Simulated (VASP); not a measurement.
## SiGe: single point with r2SCAN

The system is SiGe.

```xyz
4
Lattice="4.0021 0.0000 0.0000 -2.0010 3.4659 0.0000 0.0000 0.0000 6.6121" Properties=species:S:1:pos:R:3 pbc="T T T"
Si    2.0010    1.1553    5.7829
Si    0.0000    2.3106    2.4769
Ge    2.0010    1.1553    3.3086
Ge    0.0000    2.3106    0.0026
```

This cell differs from its parent crystal: strain +0.025 along x and y, +0.025 along z.

- Program: VASP 6.6.1
- Task: single point
- Functional: r2SCAN
- Potentials or basis: VASP PAW PBE potentials, release 64 (Si, Ge_d)
- Cutoff: 520 eV
- k mesh: 12 × 12 × 4
- Occupations: gaussian, width 0.05 eV
- Spin: no spin polarisation
- Dipole correction: no
- Further INCAR settings: ALGO = Normal; EDIFF = 1e-06; NBANDS = 26

- Pressure: -5.3 GPa
- Largest force: 0.007 eV/Å
- Band gap on the k mesh: 0.56 eV

Forces in eV/Å, atoms in the order of the input:
```
Si   0.000  0.000  0.007
Si   0.000  0.000  0.007
Ge   0.000  0.000 -0.007
Ge   0.000  0.000 -0.007
```

Levels at points of the mesh, in eV from the valence-band top:
```tsv
k point	band 15	band 16	band 17	band 18	band 19	band 20	band 21	band 22
(0.00, 0.00, 0.00)	-1.53	-0.28	0.00	0.00	0.55	1.23	2.26	2.26
(0.50, 0.00, 0.00)	-4.53	-3.06	-2.80	-1.49	0.76	2.14	3.58	3.63
(0.00, 0.00, 0.50)	-0.93	-0.93	-0.93	-0.93	1.32	1.32	3.32	3.32
(0.50, 0.00, 0.50)	-2.52	-2.52	-2.43	-2.43	0.89	0.89	2.21	2.21
```

It took 3.9 min on 1 thread of Intel(R) Xeon(R) 6975P-C (Granite Rapids), with other jobs on the host, peak memory 0.29 GiB.

Caveat: the cell differs from its parent crystal (strain +0.025 along x and y, +0.025 along z); the cell stands under tension; the PAW data sets were made with another functional, which shifts forces and pressure a little. A k mesh can miss the band edges.
